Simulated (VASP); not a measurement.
Write the native input for VASP 6.6.1 that does the following.

```
Task                   : single point
Functional             : PBE
Potentials or basis    : VASP PAW PBE potentials, release 64 (Mo_sv, Se)
Cutoff                 : 520 eV
k mesh                 : 6 × 6 × 6
Occupations            : gaussian, width 0.05 eV
Spin                   : collinear spin
Starting moments       : [3.0, 0.0] μB
Dipole correction      : no
Further INCAR settings : ALGO = Normal; EDIFF = 1e-06; NBANDS = 21
```

The structure of MoSe lies in POSCAR:

```
MoSe
1.0
    0.0000000000      2.8980674112      2.8980674112
    2.8980674112      0.0000000000      2.8980674112
    2.8980674112      2.8980674112      0.0000000000
Mo Se
1 1
Direct
    0.0000000000      0.0000000000      0.0000000000
    0.2500000000      0.2500000000      0.2500000000
```

These files were run (other wordings do the same):

INCAR

```
SYSTEM = MoSe
PREC = Accurate ; ENCUT = 520
EDIFF = 1E-6 ; ISMEAR = 0
SIGMA = 0.05 ; LREAL = .False.
LASPH = .True. ; NELM = 150
ALGO = Normal ; ISIF = 2
LWAVE = .False. ; LCHARG = .False.
ISPIN = 2 ; MAGMOM = 3 0
LORBIT = 11 ; LMAXMIX = 4
GGA = PE ; NBANDS = 21
```

KPOINTS

```
Automatic mesh
0
Gamma
  6 6 6
  0 0 0
```

Potentials or basis: VASP PAW PBE potentials, release 64 (Mo_sv, Se).

Run with:

```sh
$ cat potpaw_PBE.64/Mo_sv/POTCAR potpaw_PBE.64/Se/POTCAR > POTCAR
$ mpirun -np 1 vasp_std > vasp.out
```

Results of the run:

```json
{
 "Pressure": "-4.9 GPa",
 "Net moment": "1.40 μB per cell",
 "Site moments": "Mo +1.22; Se -0.02 μB",
 "Valence electrons inside the program's atomic spheres": "Mo 12.33; Se 3.92"
}
```

Caveat: the cell stands under tension.

It took 28 s on 1 thread of AMD EPYC 7R13 Processor (Zen 3) (shared host), peak memory 0.16 GiB.
